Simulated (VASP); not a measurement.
# Si4IrPd (P4/mmm) in VASP: a series of runs, part 2 of 2

VASP 6.6.1. The steps go on from the part before.

## Step 3: Single point, PBE

This run uses another cell than the first one, of 15.62 Å³/atom.

Contents of INCAR:

```
ALGO = Normal
EDIFF = 1E-6
ENCUT = 500
GGA = PE
GGA_COMPAT = F
ISIF = 2
ISMEAR = 0
LASPH = T
LCHARG = F
LREAL = F
LWAVE = F
NBANDS = 26
NELM = 120
PREC = Accurate
SIGMA = 0.2
```

Contents of KPOINTS:

```
k-points
0
Gamma
  6 6 2
```

Contents of POSCAR:

```
Si4IrPd
1.0
    2.9472923481      0.0000000000      0.0000000000
    0.0000000000      2.9472923481      0.0000000000
    0.0000000000      0.0000000000     10.7882685602
Si Pd Ir
4 1 1
Direct
    0.5000000000      0.5000000000      0.3634425079
    0.5000000000      0.5000000000      0.8545556350
    0.5000000000      0.5000000000      0.1454443650
    0.5000000000      0.5000000000      0.6365574921
    0.0000000000      0.0000000000      0.0000000000
    0.0000000000      0.0000000000      0.5000000000
```

Potentials or basis: VASP PAW PBE potentials, release 64 (Si, Pd, Ir).

Run with:

```sh
$ cat potpaw_PBE.64/Si/POTCAR potpaw_PBE.64/Pd/POTCAR potpaw_PBE.64/Ir/POTCAR > POTCAR
$ mpirun -np 1 vasp_std > vasp.out
```

Run time: 94 s. Hardware: 1 thread of Intel Xeon 8259CL, shared host; peak memory 0.23 GiB.

It converged, with:

```
Free energy            : -36.4540 eV
Pressure               : 0.6 GPa
Largest force          : 0.024 eV/Å
Band gap on the k mesh : zero (an odd number of electrons rules out a gap without spin polarisation)
```

Forces in eV/Å, atoms in the order of the input:
```
Si   0.000  0.000 -0.024
Si   0.000  0.000 -0.021
Si   0.000  0.000  0.021
Si   0.000  0.000  0.024
Pd   0.000  0.000  0.000
Ir   0.000  0.000  0.000
```

Stress tensor (GPa, compression positive):
```
0.60 0.00 0.00
0.00 0.60 0.00
0.00 0.00 0.51
```

Levels at points of the mesh, in eV from the Fermi level:
| k point | band 14 | band 15 | band 16 | band 17 | band 18 | band 19 | band 20 | band 21 |
| --- | --- | --- | --- | --- | --- | --- | --- | --- |
| (0.00, 0.00, 0.00) | -3.22 | -2.55 | -1.88 | 2.09 | 2.40 | 2.40 | 3.70 | 3.70 |
| (0.50, 0.00, 0.00) | -3.72 | -3.39 | -2.61 | -1.82 | -0.03 | 0.04 | 1.70 | 1.70 |
| (0.50, 0.50, 0.00) | -3.14 | -2.38 | -2.21 | -0.52 | -0.52 | -0.19 | 0.71 | 1.25 |
| (0.00, 0.00, 0.50) | -3.22 | -2.79 | -1.88 | 2.64 | 2.64 | 3.06 | 3.06 | 3.39 |
| (0.50, 0.00, 0.50) | -3.90 | -3.72 | -2.61 | -1.66 | 0.04 | 0.07 | 1.46 | 2.76 |
| (0.50, 0.50, 0.50) | -3.45 | -2.21 | -1.20 | -0.90 | -0.19 | 0.18 | 0.18 | 1.23 |

Caveat: spin-orbit coupling is left out, which moves the levels of the heavy elements.

## Step 4: Relaxation of cell and atoms, PBE

This run uses another cell than the first one, of 14.29 Å³/atom.

Contents of INCAR:

```
SYSTEM = Si4IrPd
ALGO = Normal
EDIFF = 1E-7
EDIFFG = -0.08
ENCUT = 500
GGA = PE
GGA_COMPAT = .FALSE.
IBRION = 2
ISIF = 3
ISMEAR = 0
LASPH = .TRUE.
LCHARG = .FALSE.
LREAL = .FALSE.
LWAVE = .FALSE.
NELM = 120
NELMIN = 4
NSW = 36
PREC = Accurate
SIGMA = 0.2
```

Contents of KPOINTS:

```
k-points
0
G
  4 4 3
  0 0 0
```

Contents of POSCAR:

```
Si4IrPd
1.0
    4.0000000000      0.0000000000      0.0000000000
    0.0000000000      4.0000000000      0.0000000000
    0.0000000000      0.0000000000      5.3600000000
Si Pd Ir
4 1 1
Direct
    0.5000000000      0.0000000000      0.7300000000
    0.5000000000      0.0000000000      0.2700000000
    0.0000000000      0.5000000000      0.7300000000
    0.0000000000      0.5000000000      0.2700000000
    0.5000000000      0.5000000000      0.0000000000
    0.0000000000      0.0000000000      0.0000000000
```

Potentials or basis: VASP PAW PBE potentials, release 64 (Si, Pd, Ir).

Run with:

```sh
$ cat potpaw_PBE.64/Si/POTCAR potpaw_PBE.64/Pd/POTCAR potpaw_PBE.64/Ir/POTCAR > POTCAR
$ mpirun -np 1 vasp_std > vasp.out
```

OUTCAR:

```text
SYSTEM = Si4IrPd
   EDIFF = 1E-7
   EDIFFG = -0.08
   ENCUT = 500
   GGA = PE
   IBRION = 2
   ISIF = 3
   ISMEAR = 0
   LASPH = .TRUE.
   LREAL = .FALSE.
   NELM = 120
   NELMIN = 4
   NSW = 36
   PREC = Accurate

 ion  position               nearest neighbor table
   1  0.500  0.000  0.730-   2 2.47   5 2.47   6 2.47   5 2.47   6 2.47   3 2.83   3 2.83   3 2.83
                             3 2.83   2 2.89
   2  0.500  0.000  0.270-   1 2.47   5 2.47   6 2.47   5 2.47   6 2.47   4 2.83   4 2.83   4 2.83
                             4 2.83   1 2.89
   3  0.000  0.500  0.730-   4 2.47   5 2.47   6 2.47   6 2.47   5 2.47   1 2.83   1 2.83   1 2.83
                             1 2.83   4 2.89
   4  0.000  0.500  0.270-   3 2.47   5 2.47   6 2.47   6 2.47   5 2.47   2 2.83   2 2.83   2 2.83
                             2 2.83   3 2.89
   5  0.500  0.500  0.000-   1 2.47   2 2.47   3 2.47   4 2.47   1 2.47   2 2.47   3 2.47   4 2.47
[... 599 lines left out ...]

--------------------------------------- Ionic step        8  -------------------------------------------

 number of electron      35.0000001 magnetization

------------------------ aborting loop because EDIFF is reached ----------------------------------------
[... 75 lines left out ...]
--------------------------------------- Ionic step       10  -------------------------------------------

 number of electron      35.0000001 magnetization

 Free energy of the ion-electron system (eV)
  ---------------------------------------------------
  ext. energy  EPLUGINS =         0.00000000
  ---------------------------------------------------
  free energy    TOTEN  =       -36.76536636 eV

  energy without entropy =      -36.71978180  energy(sigma->0) =      -36.74257408

 E-fermi :   9.4795     XC(G=0): -11.4194

 val. band max:        9.4206423869   @ k =   0.2500   0.2500   0.0000
 cond. band min:       9.5427777499   @ k =   0.0000   0.0000   0.3333
 fundamental gap:      0.1221353630
 Fermi energy:         9.4794607801

 k-point     1 :       0.0000    0.0000    0.0000
  band No.  band energies     occupation
      1      -3.6250      2.00000
      2       0.0021      2.00000
      3       1.4037      2.00000
      4       1.6232      2.00000
      5       3.3775      2.00000
      6       3.3775      2.00000
[... 310 lines left out ...]
  FREE ENERGIE OF THE ION-ELECTRON SYSTEM (eV)
  ---------------------------------------------------
  free  energy   TOTEN  =       -36.7653663609 eV

  energy  without entropy=      -36.7197818014  energy(sigma->0) =      -36.74257408

 reached required accuracy - stopping structural energy minimisation
```

CONTCAR:

```text
Si4IrPd
   1.00000000000000
     4.2467832483539150   -0.0000000000000000    0.0000000000000000
     0.0000000000000000    4.2467832483539150    0.0000000000000000
     0.0000000000000000   -0.0000000000000000    5.2286454287613884
  Si              Pd              Ir
     4     1     1
Direct
     0.5000000000000000    0.0000000000000000    0.7247623215449586
     0.5000000000000000    0.0000000000000000    0.2752376784550415
     0.0000000000000000    0.5000000000000000    0.7247623215449586
     0.0000000000000000    0.5000000000000000    0.2752376784550415
     0.5000000000000000    0.5000000000000000    0.0000000000000000
     0.0000000000000000    0.0000000000000000    0.0000000000000000

  0.00000000E+00  0.00000000E+00  0.00000000E+00
  0.00000000E+00  0.00000000E+00  0.00000000E+00
  0.00000000E+00  0.00000000E+00  0.00000000E+00
  0.00000000E+00  0.00000000E+00  0.00000000E+00
  0.00000000E+00  0.00000000E+00  0.00000000E+00
  0.00000000E+00  0.00000000E+00  0.00000000E+00
```

It took 4.7 min on 1 thread of Intel Xeon 8259CL, shared host; peak memory 0.21 GiB.

Results:

```
Free energy                           : -36.7654 eV
Relaxed volume                        : 15.72 Å³/atom
Relaxed cell                          : a = 4.247 Å, b = 4.247 Å, c = 5.229 Å, α = 90.00°, β = 90.00°, γ = 90.00°
Space group after relaxing (to 0.1 Å) : P4/mmm (No. 123)
Energy gained by relaxing             : 150.3 meV/atom
Ionic steps                           : 10
Pressure after relaxing               : -0.2 GPa
Largest force after relaxing          : 0.025 eV/Å
Band gap on the k mesh                : zero (an odd number of electrons rules out a gap without spin polarisation)
```

Forces in eV/Å, atoms in the order of the input:
```
Si   0.000  0.000 -0.025
Si   0.000  0.000  0.025
Si   0.000  0.000 -0.025
Si   0.000  0.000  0.025
Pd   0.000  0.000  0.000
Ir   0.000  0.000  0.000
```

The path:
| step | energy change (eV) | largest force (eV/Å) | pressure (GPa) | volume (Å³) |
| --- | --- | --- | --- | --- |
| 1 | 0.0000 | 2.2534 | 20.34 | 85.76 |
| 2 | 0.4639 | 1.9303 | -17.03 | 110.08 |
| 3 | -0.8180 | 0.0703 | -2.79 | 95.27 |
| 4 | -0.8192 | 0.1281 | -2.25 | 94.95 |
| 5 | -0.8825 | 0.3612 | 0.61 | 93.19 |
| 6 | -0.8840 | 0.2839 | 0.20 | 93.42 |
| 7 | -0.8951 | 0.1093 | 0.53 | 93.49 |
| 8 | -0.8990 | 0.0733 | 0.90 | 93.56 |
| 9 | -0.9005 | 0.0087 | -0.93 | 94.83 |
| 10 | -0.9019 | 0.0245 | -0.18 | 94.30 |

Final structure:
```xyz
6
Lattice="4.2468 0.0000 0.0000 0.0000 4.2468 0.0000 0.0000 0.0000 5.2286" Properties=species:S:1:pos:R:3 pbc="T T T"
Si    2.1234    0.0000    3.7895
Si    2.1234    0.0000    1.4391
Si    0.0000    2.1234    3.7895
Si    0.0000    2.1234    1.4391
Pd    2.1234    2.1234    0.0000
Ir    0.0000    0.0000    0.0000
```

Levels at points of the mesh, in eV from the Fermi level:
```tsv
k point	band 13	band 14	band 15	band 16	band 17	band 18	band 19	band 20	band 21
(0.00, 0.00, 0.00)	-3.65	-2.78	-2.76	-2.23	-1.28	1.68	2.03	2.03	2.80
(0.50, 0.00, 0.00)	-3.74	-2.92	-2.41	-1.14	-1.11	-0.38	0.23	1.62	2.34
(0.50, 0.50, 0.00)	-3.31	-3.31	-2.98	-2.90	-1.32	-1.12	0.75	0.75	1.75
```

Caveat: the k points lie up to 0.40 Å⁻¹ apart in the final cell, too coarse for converged energies and pressures of a metal; spin-orbit coupling is left out, which moves the levels of the heavy elements.

## Step 5: The runs side by side

```csv
task,cell,k mesh,gap on the mesh (eV),pressure (GPa),largest force (eV/Å)
single point,"a = 2.954, b = 2.954, c = 10.787 Å, 6 atoms, atomic positions A",6 × 6 × 2,none,0.1,0.03
single point,"a = 2.947, b = 2.947, c = 10.788 Å, 6 atoms, atomic positions A",6 × 6 × 2,none,0.6,0.02
relaxation of cell and atoms,"relaxed from a = 4.000, b = 4.000, c = 5.360 Å, 6 atoms, atomic positions B",4 × 4 × 3,none,-0.2,0.02
```

Alike in all rows: level PBE; potentials or basis VASP PAW PBE potentials, release 64 (Si, Pd, Ir); no spin polarisation; cutoff (eV) 500; smearing gaussian 0.2 eV.

Caveats: some runs use coarse meshes; spin-orbit coupling is left out, which moves the levels of the heavy elements.

Total energies depend on the potentials used, so only differences within one code and one set of settings carry meaning.
